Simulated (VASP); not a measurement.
Wanted: the native input for a VASP 6.6.1 run.

| Quantity | Value |
| --- | --- |
| Task | single point |
| Functional | PBE |
| Potentials or basis | VASP PAW PBE potentials, release 64 (Al, Co, Ni) |
| Cutoff | 520 eV |
| k mesh | 8 × 8 × 2 |
| Occupations | gaussian, width 0.2 eV |
| Spin | no spin polarisation |
| Dipole correction | no |
| Further INCAR settings | ALGO = Fast; EDIFF = 1e-06; NBANDS = 42 |

The structure of Al5Co2Ni3 lies in POSCAR:

```
Al5Co2Ni3
1.0
    2.8695143064     -0.0000660863      0.0002179615
   -0.0000691357      2.8683839715      0.0002677094
    0.0012702178      0.0014936176     14.4796753241
Al Co Ni
5 2 3
Direct
    0.5000378511      0.5000002963      0.8991901720
    0.5000526414      0.4999670523      0.1008409770
    0.4999880465      0.4999778328      0.3030115603
    0.4999751065      0.5000094643      0.4999697800
    0.4999418036      0.5000547716      0.6969807045
   -0.0000075650     -0.0000395140      0.4012488638
   -0.0000501356      0.0000511558      0.5987024781
   -0.0000270779      0.0000331794      0.7971355147
    0.0000731639     -0.0000355769      0.0000321621
    0.0000161655     -0.0000186617      0.2028877876
```

These files were run (other wordings do the same):

INCAR

```
SYSTEM = Al5Co2Ni3
PREC = Accurate
ENCUT = 520
EDIFF = 1E-6
ISMEAR = 0
SIGMA = 0.2
LREAL = .FALSE.
LASPH = .TRUE.
NELM = 60
ALGO = Fast
ISIF = 2
LWAVE = .FALSE.
LCHARG = .FALSE.
GGA = PE
NBANDS = 42
```

KPOINTS

```
regular mesh
0
G
  8 8 2
  0 0 0
```

Potentials or basis: VASP PAW PBE potentials, release 64 (Al, Co, Ni).

The run is started by

```sh
$ cat potpaw_PBE.64/Al/POTCAR potpaw_PBE.64/Co/POTCAR potpaw_PBE.64/Ni/POTCAR > POTCAR
$ mpirun -np 1 vasp_std > vasp.out
```

It gave:

```
Pressure      : 0.0 GPa
Largest force : 0.005 eV/Å
```

It took 18 min on 1 thread of AMD EPYC 7R13, on a shared host, peak memory 0.41 GiB.
